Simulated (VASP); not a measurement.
RbBr, 4 atoms in the cell. Symmetry: P6_3/mmc, No. 194, hexagonal system. The conventional cell has a = 4.771 Å, b = 4.771 Å, c = 8.410 Å, α = 90.00°, β = 90.00°, γ = 120.00°. Rb (site symmetry -3m) has 6 Br at 3.47 Å and 2 Rb at 4.21 Å within 4.6 Å. Within 4.6 Å of Br (site symmetry -6m2) lie 6 Rb at 3.47 Å. 

```yaml
Program: VASP 6.6.1
Task: single point
Functional: LDA
Potentials_or_basis: VASP PAW LDA potentials, release 64 (Rb_sv, Br)
Cutoff: 520 eV
k_mesh: 6 × 6 × 4
Occupations: gaussian, width 0.01 eV
Spin: no spin polarisation
Dipole_correction: no
Further_INCAR_settings: ALGO = Normal; EDIFF = 1e-06; NBANDS = 24
```

Potentials or basis: VASP PAW LDA potentials, release 64 (Rb_sv, Br).

Launch:

```console
$ cat potpaw_LDA.64/Rb_sv/POTCAR potpaw_LDA.64/Br/POTCAR > POTCAR
$ mpirun -np 1 vasp_std > vasp.out
```

Hardware: 1 thread of Intel(R) Xeon(R) 6975P-C (Granite Rapids) (shared host).

Task: Estimate the wall time of this run.

Result: It took 30 s on 1 thread of Intel(R) Xeon(R) 6975P-C (Granite Rapids), on a shared host, peak memory 0.25 GiB. Counts: scf iterations 13, k points 21.
